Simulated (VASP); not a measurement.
# Pt (Fm-3m) in VASP: a series of runs

Runs on Pt. Level: PBE. Tasks: single point.

Everything below comes from runs of VASP 6.6.1. Logs are shortened: lines on timing, memory, paths and dates and some standing lists are left out, and cuts for length are marked.

## Step 1: The cell of the first run

Symmetry: Fm-3m, No. 225, cubic system. Conventional cell: a = 3.922 Å, b = 3.922 Å, c = 3.922 Å, α = 90.00°, β = 90.00°, γ = 90.00°. Pt (site symmetry m-3m) has 12 Pt at 2.77 Å within 3.7 Å.

## Step 2: Single point, PBE

INCAR reads:

```
PREC = Accurate ; ENCUT = 520
EDIFF = 1E-7 ; ISMEAR = 0
SIGMA = 0.1 ; LREAL = False
LASPH = True ; NELM = 100
ALGO = Normal ; ISIF = 2
LWAVE = False ; LCHARG = True
GGA = PE ; LELF = True
LVHAR = True ; NBANDS = 11
```

KPOINTS reads:

```
Automatic mesh
0
Gamma
  7 7 7
```

POSCAR reads:

```
Pt
1.0
    0.0000000000      1.9609000000      1.9609000000
    1.9609000000      0.0000000000      1.9609000000
    1.9609000000      1.9609000000      0.0000000000
Pt
1
Direct
    0.0000000000      0.0000000000      0.0000000000
```

Potentials or basis: VASP PAW PBE potentials, release 64 (Pt).

On the command line:

```bash
> cat potpaw_PBE.64/Pt/POTCAR > POTCAR
> mpirun -np 1 vasp_std > vasp.out
```

OUTCAR:

```text
PREC = Accurate
   ENCUT = 520
   EDIFF = 1E-7
   ISMEAR = 0
   LREAL = False
   LASPH = True
   NELM = 100
   ISIF = 2
   GGA = PE

 ion  position               nearest neighbor table
   1  0.000  0.000  0.000-

  LATTYP: Found a face centered cubic cell.
 ALAT       =     3.9218000000

  Lattice vectors:

 A1 = (   0.0000000000,   1.9609000000,   1.9609000000)
 A2 = (   1.9609000000,   0.0000000000,   1.9609000000)
 A3 = (   1.9609000000,   1.9609000000,   0.0000000000)

Analysis of symmetry for initial positions (statically):
=====================================================================
 Subroutine PRICEL returns:
 Original cell was already a primitive cell.

 Routine SETGRP: Setting up the symmetry group for a
 face centered cubic supercell.

 Subroutine GETGRP returns: Found 48 space group operations
 (whereof 48 operations were pure point group operations)
 out of a pool of 48 trial point group operations.

The static configuration has the point symmetry O_h .

Analysis of symmetry for dynamics (positions and initial velocities):
=====================================================================
 Subroutine PRICEL returns:
 Original cell was already a primitive cell.

 Routine SETGRP: Setting up the symmetry group for a
 face centered cubic supercell.

 Subroutine GETGRP returns: Found 48 space group operations
 (whereof 48 operations were pure point group operations)
 out of a pool of 48 trial point group operations.

The dynamic configuration has the point symmetry O_h .

 Subroutine INISYM returns: Found 48 space group operations
 (whereof 48 operations are pure point group operations),
 and found     1 'primitive' translations

----------------------------------------------------------------------------------------

                                     Primitive cell

  volume of cell :      15.0798

  direct lattice vectors                    reciprocal lattice vectors
     0.000000000  1.960900000  1.960900000    -0.254984956  0.254984956  0.254984956
     1.960900000  0.000000000  1.960900000     0.254984956 -0.254984956  0.254984956
     1.960900000  1.960900000  0.000000000     0.254984956  0.254984956 -0.254984956

  length of vectors
     2.773131374  2.773131374  2.773131374     0.441646899  0.441646899  0.441646899

  position of ions in fractional coordinates (direct lattice)
     0.000000000  0.000000000  0.000000000

[... 75 lines left out ...]
   NFREE  =      0    steps in history (QN), initial steepest desc. (CG)
   ISIF   =      2    stress and relaxation
   ISYM   =      2    0-nonsym 1-usesym 2-fastsym
   POTIM  = 0.5000    time-step for ionic-motion
   TEBEG  =    0.0;   TEEND  =   0.0 temperature during run
   PSTRESS=    0.0 pullay stress
   NELECT =      10.0000    total number of electrons
   NUPDOWN=      -1.0000    fix difference up-down
   EMIN   =  10.00;   EMAX   =-10.00  energy-range for DOS
   EFERMI =   0.00;   METHOD = LEGACY
   ISMEAR =     0;   SIGMA  =   0.10  broadening in eV -4-tet -1-fermi 0-gaus
   EFERMI_NEDOS =   21; number of points for ismear=-14 and -15
   IALGO  =     38    algorithm
   IMIX   =      4    mixing-type and parameters
     AMIX     =   0.40;   BMIX     =  1.00
     AMIX_MAG =   1.60;   BMIX_MAG =  1.00
  volume/ion in A,a.u.               =      15.08       101.76
  Fermi-wavevector in a.u.,A,eV,Ry     =   1.427609  2.697791 27.729605  2.038068
  Thomas-Fermi vector in A             =   2.547760
   LORBIT       =      0    0 simple, 1 ext, 2 COOP (PROOUT), +10 PAW based schemes
   GGA     = PE    functional components
   LHFCALC =     F    Hartree Fock is set to
   AEXX    =    0.0000 exact exchange contribution
   IVDW    =     0    specifies the selected vdW correction
   LEPSILON=     F    determine dielectric tensor
   LRPA    =     F    only Hartree local field effects (RPA)
 non-spin polarized calculation
 Gauss-broadening in eV      SIGMA  =   0.10
  energy-cutoff  :      520.00
  volume of cell :       15.08
 maximum number of plane-waves:       418
 NGX is ok and might be reduce to    24
   NGX = 11   NGY = 11   NGZ = 11

 number of electron      10.0000000 magnetization

 Free energy of the ion-electron system (eV)
  ---------------------------------------------------
  ext. energy  EPLUGINS =         0.00000000
  ---------------------------------------------------
  free energy    TOTEN  =        -6.05177752 eV

  energy without entropy =       -6.03772620  energy(sigma->0) =       -6.04475186

 E-fermi :  11.3919     XC(G=0): -13.4837

 val. band max:       11.3082132529   @ k =   0.4286   0.1429   0.0000
 cond. band min:      11.4008984112   @ k =   0.4286   0.2857   0.0000
 fundamental gap:      0.0926851583
 Fermi energy:        11.3918970181

 k-point     1 :       0.0000    0.0000    0.0000
  band No.  band energies     occupation
      1       1.0486      2.00000
      2       7.5086      2.00000
      3       7.5086      2.00000
      4       7.5086      2.00000
      5       9.6750      2.00000
      6       9.6750      2.00000
      7      25.8951      0.00000
      8      30.8733      0.00000
      9      30.8733      0.00000
     10      30.8733      0.00000
     11      36.2073      0.00000
[... 253 lines left out ...]
 k-point    20 :      -0.2857    0.4286    0.1429
  band No.  band energies     occupation
      1       5.5955      2.00000
      2       6.2194      2.00000
      3       7.3200      2.00000
      4       9.4418      2.00000
      5      11.4338      0.55320
      6      17.1183      0.00000
      7      19.2450      0.00000
      8      20.7708      0.00000
      9      24.6395      0.00000
     10      33.4469      0.00000
     11      36.5836      0.00000

------------------------ aborting loop because EDIFF is reached ----------------------------------------

  FORCE on cell =-STRESS in cart. coord.  units (eV):
  Direction    XX          YY          ZZ          XY          YZ          ZX
  --------------------------------------------------------------------------------------
  -------------------------------------------------------------------------------------
  Total        1.0478650      1.0478650      1.0478650     -0.0000000     -0.0000000     -0.0000000
  in kB      111.3318915    111.3318915    111.3318915     -0.0000000     -0.0000000     -0.0000000
  external PRESSURE =     111.3318915 kB  Pullay stress =       0.0000000 kB

 VOLUME and BASIS-vectors are now :
 -----------------------------------------------------------------------------
  energy-cutoff  :      520.00
  volume of cell :       15.08
      direct lattice vectors                 reciprocal lattice vectors
     0.000000000  1.960900000  1.960900000    -0.254984956  0.254984956  0.254984956
     1.960900000  0.000000000  1.960900000     0.254984956 -0.254984956  0.254984956
     1.960900000  1.960900000  0.000000000     0.254984956  0.254984956 -0.254984956

 POSITION                                       TOTAL-FORCE (eV/Angst)
 -----------------------------------------------------------------------------------
      0.00000      0.00000      0.00000         0.000000      0.000000      0.000000
 -----------------------------------------------------------------------------------
    total drift:                               -0.000000      0.000000     -0.000000

  FREE ENERGIE OF THE ION-ELECTRON SYSTEM (eV)
  ---------------------------------------------------
  free  energy   TOTEN  =        -6.0517775223 eV

  energy  without entropy=       -6.0377261958  energy(sigma->0) =       -6.04475186
```

OSZICAR:

```text
N       E                     dE             d eps       ncg     rms          rms(c)
DAV:   1     0.397183822989E+02    0.39718E+02   -0.54412E+03   456   0.839E+02
DAV:   2    -0.585127321918E+01   -0.45570E+02   -0.43601E+02   514   0.179E+02
DAV:   3    -0.640435443247E+01   -0.55308E+00   -0.54793E+00   491   0.186E+01
DAV:   4    -0.640638059091E+01   -0.20262E-02   -0.20261E-02   509   0.136E+00
DAV:   5    -0.640639675162E+01   -0.16161E-04   -0.16160E-04   518   0.112E-01    0.132E+01
DAV:   6    -0.608796151749E+01    0.31844E+00   -0.73698E-01   473   0.675E+00    0.709E+00
DAV:   7    -0.605489952167E+01    0.33062E-01   -0.99908E-02   509   0.249E+00    0.266E+00
DAV:   8    -0.605184989799E+01    0.30496E-02   -0.17391E-03   479   0.342E-01    0.247E-01
DAV:   9    -0.605177376075E+01    0.76137E-04   -0.37154E-04   509   0.153E-01    0.240E-02
DAV:  10    -0.605177712738E+01   -0.33666E-05   -0.65184E-06   522   0.244E-02    0.117E-02
DAV:  11    -0.605177752833E+01   -0.40095E-06   -0.20179E-07   445   0.355E-03    0.565E-04
DAV:  12    -0.605177752234E+01    0.59852E-08   -0.40769E-09   268   0.579E-04
   1 F= -.60517775E+01 E0= -.60447519E+01  d E =-.140513E-01
```

stdout:

```text
POSCAR found type information on POSCAR Pt
 POSCAR found :  1 types and       1 ions
 scaLAPACK will be used
 LDA part: xc-table for (Slater+PW92), standard interpolation
 POSCAR, INCAR and KPOINTS ok, starting setup
 FFT: planning ... GRIDC
 FFT: planning ... GRID_SOFT
 FFT: planning ... GRID
 WAVECAR not read
 entering main loop
```

Run time: 6.6 s. Hardware: 1 thread of Intel Xeon Platinum 8259CL at 2.50GHz (Skylake/Cascade Lake), shared host; peak memory 0.14 GiB.

Results:

* Free energy: -6.0518 eV
* Pressure: 11.1 GPa
* Band gap on the k mesh: zero (band 5 reaches 11.57 eV, above the bottom of band 6 at 9.56 eV)

Caveat: the k points lie up to 0.40 Å⁻¹ apart; spin-orbit coupling is left out, which moves the levels of the heavy elements.

[end of part 1 of 2]
